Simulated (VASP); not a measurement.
TaRu, 2 atoms in the cell. The typed cell holds 2 atoms: a = 3.126 Å, b = 3.126 Å, c = 3.219 Å, α = 90.00°, β = 90.00°, γ = 90.01°.  This cell differs from its parent crystal: ratio of the length along z to the lengths across it x 0.92, volume and fractional coordinates fixed.

```yaml
Program: VASP 6.6.1
Task: single point
Functional: r2SCAN
Potentials_or_basis: VASP PAW PBE potentials, release 64 (Ta_pv, Ru_pv)
Cutoff: 520 eV
k_mesh: 22 × 22 × 20
Occupations: gaussian, width 0.15 eV
Spin: no spin polarisation
Dipole_correction: no
Further_INCAR_settings: ALGO = Normal; EDIFF = 1e-06; NBANDS = 20
```

Potentials or basis: VASP PAW PBE potentials, release 64 (Ta_pv, Ru_pv).

Run with:

```sh
$ cat potpaw_PBE.64/Ta_pv/POTCAR potpaw_PBE.64/Ru_pv/POTCAR > POTCAR
$ cp INCAR.step1 INCAR
$ mpirun -np 1 vasp_std > vasp.out
$ cp INCAR.step2 INCAR
$ mpirun -np 1 vasp_std > vasp.out
```

Hardware: 1 thread of Oxide Virtual Turin-like Processor, on a shared host.

Question: Estimate the wall time of this run.

Answer: Run time: 54 min on 1 thread of Oxide Virtual Turin-like Processor, with other jobs on the host, peak memory 0.89 GiB. Counts: k points 1463.
